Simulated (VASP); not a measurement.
# BN (P1) in VASP: single point with PBE

Aim: the single point of BN with PBE.

Program: VASP 6.6.1. These are calculated values, not measurements. Logs are shortened: lines on timing, memory, paths and dates and some standing lists are left out, and cuts for length are marked.

### 1 The cell of the first run

The typed cell holds 2 atoms: a = 2.480 Å, b = 2.861 Å, c = 2.505 Å, α = 56.65°, β = 60.56°, γ = 59.58°.

### 2 Single point, PBE

The input, INCAR:

```
SYSTEM = BN
ALGO = Normal ; EDIFF = 1E-6
ENCUT = 600 ; GGA = PE
GGA_COMPAT = .FALSE. ; ISIF = 2
ISMEAR = 0 ; LASPH = .TRUE.
LCHARG = .TRUE. ; LELF = .TRUE.
LREAL = .FALSE. ; LVHAR = .TRUE.
LWAVE = .FALSE. ; NBANDS = 11
NELM = 120 ; PREC = Accurate
SIGMA = 0.1
```

The input, KPOINTS:

```
k-points
0
G
  3 2 3
  0 0 0
```

The input, POSCAR:

```
BN
1.0
    0.0632988810      1.6776805537      1.8257621545
    2.0671216757     -0.0871733480      1.9762343834
    1.8855527993      1.6465839063      0.0943955284
B N
1 1
Direct
    0.0000000000      0.0000000000      0.0000000000
    0.7500000000      0.7500000000      0.7500000000
```

Potentials or basis: VASP PAW PBE potentials, release 64 (B, N).

Launch:

```console
$ cat potpaw_PBE.64/B/POTCAR potpaw_PBE.64/N/POTCAR > POTCAR
$ mpirun -np 1 vasp_std > vasp.out
```

OUTCAR:

```text
SYSTEM = BN
   EDIFF = 1E-6
   ENCUT = 600
   GGA = PE
   ISIF = 2
   ISMEAR = 0
   LASPH = .TRUE.
   LREAL = .FALSE.
   NELM = 120
   PREC = Accurate

 ion  position               nearest neighbor table
   1  0.000  0.000  0.000-   2 1.50   2 1.54   2 1.62   2 1.71
   2  0.750  0.750  0.750-   1 1.50   1 1.54   1 1.62   1 1.71

  LATTYP: Found a triclinic cell.
 ALAT       =     2.4803278480
 B/A-ratio  =     1.7305107557
 C/A-ratio  =     2.9840904847
 COS(alpha) =     0.0052359082
 COS(beta)  =     0.5577671085
 COS(gamma) =     0.8182604091

  Lattice vectors:

 A1 = (  -0.0632988810,  -1.6776805537,  -1.8257621545)
 A2 = (   1.9405239137,  -3.4425344554,  -1.6752899256)
 A3 = (  -6.0197961507,  -1.4722372103,  -4.0468642952)

Analysis of symmetry for initial positions (statically):
=====================================================================
 Subroutine PRICEL returns:
 Original cell was already a primitive cell.

 Routine SETGRP: Setting up the symmetry group for a
 triclinic supercell.

 Subroutine GETGRP returns: Found  1 space group operations
 (whereof  1 operations were pure point group operations)
 out of a pool of  2 trial point group operations.

The static configuration has the point symmetry C_1 .

Analysis of symmetry for dynamics (positions and initial velocities):
=====================================================================
 Subroutine PRICEL returns:
 Original cell was already a primitive cell.

 Routine SETGRP: Setting up the symmetry group for a
 triclinic supercell.

 Subroutine GETGRP returns: Found  1 space group operations
 (whereof  1 operations were pure point group operations)
 out of a pool of  2 trial point group operations.

The dynamic configuration has the point symmetry C_1 .

 Subroutine INISYM returns: Found  1 space group operations
 (whereof  1 operations are pure point group operations),
 and found     1 'primitive' translations

----------------------------------------------------------------------------------------

                                     Primitive cell

  volume of cell :      12.2321

  direct lattice vectors                    reciprocal lattice vectors
     0.063298881  1.677680554  1.825762155    -0.266697002  0.288680366  0.291696365
     2.067121676 -0.087173348  1.976234383     0.232822242 -0.280948953  0.250090192
     1.885552799  1.646583906  0.094395528     0.284059783  0.298311735 -0.283964952

  length of vectors
     2.480327848  2.861135011  2.505086513     0.489438877  0.442361408  0.500315846

  position of ions in fractional coordinates (direct lattice)
     0.000000000  0.000000000  0.000000000
     0.750000000  0.750000000  0.750000000

  ion indices of the primitive-cell ions
   primitive index   ion index
                 1           1
                 2           2

----------------------------------------------------------------------------------------

 KPOINTS: k-points

Automatic generation of k-mesh.
 Grid dimensions read from file:
 generate k-points for:    3    2    3

 Generating k-lattice:

  Cartesian coordinates                     Fractional coordinates (reciprocal lattice)
    -0.088899001  0.096226789  0.097232122     0.333333333  0.000000000  0.000000000
     0.116411121 -0.140474477  0.125045096     0.000000000  0.500000000  0.000000000
     0.094686594  0.099437245 -0.094654984    -0.000000000  0.000000000  0.333333333

  Length of vectors
     0.163146292  0.221180704  0.166771949

  Shift w.r.t. Gamma in fractional coordinates (k-lattice)
     0.000000000  0.000000000  0.000000000

 Subroutine IBZKPT returns following result:
 ===========================================

 Found     10 irreducible k-points:

 Following reciprocal coordinates:
            Coordinates               Weight
  0.000000  0.000000  0.000000      1.000000
  0.333333  0.000000  0.000000      2.000000
 -0.000000  0.500000 -0.000000      1.000000
  0.333333  0.500000 -0.000000      2.000000
  0.000000 -0.000000  0.333333      2.000000
  0.333333  0.000000  0.333333      2.000000
 -0.333333 -0.000000  0.333333      2.000000
  0.000000  0.500000  0.333333      2.000000
  0.333333  0.500000  0.333333      2.000000
 -0.333333  0.500000  0.333333      2.000000
   k-points           NKPTS =     10   k-points in BZ     NKDIM =     10   number of bands    NBANDS=     11
   number of dos      NEDOS =    301   number of ions     NIONS =      2
   total plane-waves  NPLWV =   9600
   dimension x,y,z NGX =    20 NGY =   24 NGZ =   20
   dimension x,y,z NGXF=    40 NGYF=   48 NGZF=   40
   ions per type =               1   1
   NGX,Y,Z   is equivalent  to a cutoff of  13.41, 13.95, 13.27 a.u.
   NGXF,Y,Z  is equivalent  to a cutoff of  26.81, 27.89, 26.55 a.u.
 SYSTEM =  BN
   PREC   = accura    normal or accurate (medium, high low for compatibility)
   ISTART =      0    job   : 0-new  1-cont  2-samecut
   ICHARG =      2    charge: 1-file 2-atom 10-const
   ISPIN  =      1    spin polarized calculation?
   LNONCOLLINEAR =      F non collinear calculations
   LSORBIT =      F    spin-orbit coupling
   LASPH  =      T    aspherical Exc in radial PAW
   ENCUT  =  600.0 eV  44.10 Ry    6.64 a.u.   4.95  5.71  5.00*2*pi/ulx,y,z
   NELM   =    120;   NELMIN=  2; NELMDL= -5     # of ELM steps
   EDIFF  = 0.1E-05   stopping-criterion for ELM
   LREAL  =      F    real-space projection
   EDIFFG = 0.1E-04   stopping-criterion for IOM
   NSW    =      0    number of steps for IOM
   IBRION =     -1    ionic relax: 0-MD 1-quasi-New 2-CG
   NFREE  =      0    steps in history (QN), initial steepest desc. (CG)
   ISIF   =      2    stress and relaxation
   ISYM   =      2    0-nonsym 1-usesym 2-fastsym
   POTIM  = 0.5000    time-step for ionic-motion
   TEBEG  =    0.0;   TEEND  =   0.0 temperature during run
   PSTRESS=    0.0 pullay stress
   NELECT =       8.0000    total number of electrons
   NUPDOWN=      -1.0000    fix difference up-down
   EMIN   =  10.00;   EMAX   =-10.00  energy-range for DOS
   EFERMI =   0.00;   METHOD = LEGACY
   ISMEAR =     0;   SIGMA  =   0.10  broadening in eV -4-tet -1-fermi 0-gaus
   EFERMI_NEDOS =   21; number of points for ismear=-14 and -15
   IALGO  =     38    algorithm
   IMIX   =      4    mixing-type and parameters
     AMIX     =   0.40;   BMIX     =  1.00
     AMIX_MAG =   1.60;   BMIX_MAG =  1.00
  volume/ion in A,a.u.               =       6.12        41.27
  Fermi-wavevector in a.u.,A,eV,Ry     =   1.421034  2.685365 27.474758  2.019338
  Thomas-Fermi vector in A             =   2.541886
   LORBIT       =      0    0 simple, 1 ext, 2 COOP (PROOUT), +10 PAW based schemes
   GGA     = PE    functional components
   LHFCALC =     F    Hartree Fock is set to
   AEXX    =    0.0000 exact exchange contribution
   IVDW    =     0    specifies the selected vdW correction
   LEPSILON=     F    determine dielectric tensor
   LRPA    =     F    only Hartree local field effects (RPA)
 non-spin polarized calculation
 Gauss-broadening in eV      SIGMA  =   0.10
  energy-cutoff  :      600.00
  volume of cell :       12.23
 maximum number of plane-waves:       416
   NGX =  9   NGY = 11   NGZ =  9

 number of electron       8.0000000 magnetization

 Free energy of the ion-electron system (eV)
  ---------------------------------------------------
  ext. energy  EPLUGINS =         0.00000000
  ---------------------------------------------------
  free energy    TOTEN  =       -16.59016084 eV

  energy without entropy =      -16.59016084  energy(sigma->0) =      -16.59016084

 E-fermi :   8.2770     XC(G=0): -12.6361

 val. band max:        7.7055210674   @ k =   0.0000   0.0000   0.0000
 cond. band min:      11.5230330414   @ k =   0.3333   0.0000   0.3333
 fundamental gap:      3.8175119740
 Fermi energy:         8.2769560735

 k-point     1 :       0.0000    0.0000    0.0000
  band No.  band energies     occupation
      1     -12.8195      2.00000
      2       6.5339      2.00000
      3       6.9829      2.00000
      4       7.7055      2.00000
      5      12.6191      0.00000
      6      15.4988      0.00000
      7      17.5173      0.00000
      8      19.0110      0.00000
      9      31.1879      0.00000
     10      31.7083      0.00000
     11      32.4274      0.00000

 k-point     2 :       0.3333    0.0000    0.0000
  band No.  band energies     occupation
      1     -10.1691      2.00000
      2      -0.3422      2.00000
      3       4.9416      2.00000
      4       5.6937      2.00000
      5      14.1907      0.00000
      6      15.9330      0.00000
      7      19.8545      0.00000
      8      22.3946      0.00000
      9      28.4022      0.00000
     10      30.6116      0.00000
     11      32.5375      0.00000

 k-point     3 :      -0.0000    0.5000   -0.0000
  band No.  band energies     occupation
      1      -9.5662      2.00000
      2      -3.4853      2.00000
      3       5.1820      2.00000
      4       6.9750      2.00000
      5      17.3677      0.00000
      6      18.3204      0.00000
      7      19.1022      0.00000
      8      21.1856      0.00000
      9      29.8723      0.00000
     10      31.7863      0.00000
     11      33.7666      0.00000

 k-point     4 :       0.3333    0.5000   -0.0000
  band No.  band energies     occupation
      1      -8.2966      2.00000
      2      -0.5838      2.00000
      3       0.8449      2.00000
      4       3.8294      2.00000
      5      13.8745      0.00000
      6      17.9408      0.00000
      7      21.6859      0.00000
      8      23.2818      0.00000
      9      26.1761      0.00000
     10      32.1203      0.00000
     11      37.0203      0.00000

 k-point     5 :       0.0000   -0.0000    0.3333
  band No.  band energies     occupation
      1     -10.0442      2.00000
      2      -0.1514      2.00000
      3       4.4687      2.00000
      4       5.7557      2.00000
      5      13.3198      0.00000
      6      16.7955      0.00000
      7      19.3524      0.00000
      8      22.2955      0.00000
      9      28.9557      0.00000
     10      29.7129      0.00000
     11      32.4311      0.00000

 k-point     6 :       0.3333    0.0000    0.3333
  band No.  band energies     occupation
      1      -9.1096      2.00000
      2       1.5708      2.00000
      3       1.8467      2.00000
      4       3.4054      2.00000
      5      11.5230      0.00000
      6      16.9185      0.00000
      7      21.3445      0.00000
      8      22.8672      0.00000
      9      27.3061      0.00000
     10      34.1886      0.00000
     11      37.9058      0.00000

 k-point     7 :      -0.3333   -0.0000    0.3333
  band No.  band energies     occupation
      1      -7.1110      2.00000
      2      -0.9792      2.00000
      3       0.8311      2.00000
      4       2.3777      2.00000
      5      12.1439      0.00000
      6      19.3556      0.00000
      7      21.6835      0.00000
      8      24.0076      0.00000
      9      25.0395      0.00000
     10      30.4230      0.00000
     11      33.9287      0.00000

 k-point     8 :       0.0000    0.5000    0.3333
  band No.  band energies     occupation
      1      -8.6664      2.00000
      2      -0.8962      2.00000
      3       1.1426      2.00000
      4       4.1165      2.00000
      5      14.6902      0.00000
      6      18.9524      0.00000
      7      22.1041      0.00000
      8      23.2705      0.00000
      9      25.5322      0.00000
     10      31.9209      0.00000
     11      36.9911      0.00000

 k-point     9 :       0.3333    0.5000    0.3333
  band No.  band energies     occupation
      1      -9.5529      2.00000
      2      -0.8422      2.00000
      3       3.5897      2.00000
      4       4.5637      2.00000
      5      16.0762      0.00000
      6      18.1406      0.00000
      7      20.1346      0.00000
      8      21.6678      0.00000
      9      27.0652      0.00000
     10      30.7569      0.00000
     11      31.8243      0.00000

 k-point    10 :      -0.3333    0.5000    0.3333
  band No.  band energies     occupation
      1      -7.6302      2.00000
      2      -1.4430      2.00000
      3       0.2389      2.00000
      4       3.4099      2.00000
      5      16.6704      0.00000
      6      18.5154      0.00000
      7      21.7030      0.00000
      8      23.5434      0.00000
      9      26.5927      0.00000
     10      30.2792      0.00000
     11      32.6697      0.00000

------------------------ aborting loop because EDIFF is reached ----------------------------------------

  FORCE on cell =-STRESS in cart. coord.  units (eV):
  Direction    XX          YY          ZZ          XY          YZ          ZX
  --------------------------------------------------------------------------------------
  -------------------------------------------------------------------------------------
  Total       -2.0982254      1.5868377      0.4769856      1.9513209      0.8277343     -2.8291491
  in kB     -274.8284434    207.8461836     62.4762270    255.5866889    108.4177787   -370.5658417
  external PRESSURE =      -1.5020109 kB  Pullay stress =       0.0000000 kB

 VOLUME and BASIS-vectors are now :
 -----------------------------------------------------------------------------
  energy-cutoff  :      600.00
  volume of cell :       12.23
      direct lattice vectors                 reciprocal lattice vectors
     0.063298881  1.677680554  1.825762155    -0.266697002  0.288680366  0.291696365
     2.067121676 -0.087173348  1.976234383     0.232822242 -0.280948953  0.250090192
     1.885552799  1.646583906  0.094395528     0.284059783  0.298311735 -0.283964952

 POSITION                                       TOTAL-FORCE (eV/Angst)
 -----------------------------------------------------------------------------------
      0.00000      0.00000      0.00000        -0.666887      0.024773     -0.286357
      3.01198      2.42782      2.92229         0.666887     -0.024773      0.286357
 -----------------------------------------------------------------------------------
    total drift:                               -0.000043      0.000319     -0.000133

  FREE ENERGIE OF THE ION-ELECTRON SYSTEM (eV)
  ---------------------------------------------------
  free  energy   TOTEN  =       -16.5901608374 eV

  energy  without entropy=      -16.5901608374  energy(sigma->0) =      -16.59016084
```

Wall time 4.5 s (1 thread of AMD EPYC 7R13, shared host); peak memory 0.09 GiB.

What came out:

| Quantity | Value |
| --- | --- |
| Free energy | -16.5902 eV |
| Pressure | -0.2 GPa |
| Largest force | 0.726 eV/Å |
| Band gap on the k mesh | 3.82 eV, indirect (least direct gap 4.91 eV) |

Forces on the atoms (eV/Å):
```
B   -0.667  0.025 -0.286
N    0.667 -0.025  0.286
```

Levels at points of the mesh, in eV from the valence-band top:
```
           k point  band 1  band 2  band 3  band 4  band 5  band 6  band 7  band 8
(0.00, 0.00, 0.00)  -20.52   -1.17   -0.72    0.00    4.91    7.79    9.81   11.31
(0.00, 0.50, 0.00)  -17.27  -11.19   -2.52   -0.73    9.66   10.61   11.40   13.48
```

Caveat: the k points lie up to 1.39 Å⁻¹ apart. Expect the measured gap to be larger: semilocal functionals such as PBE lack the derivative discontinuity.
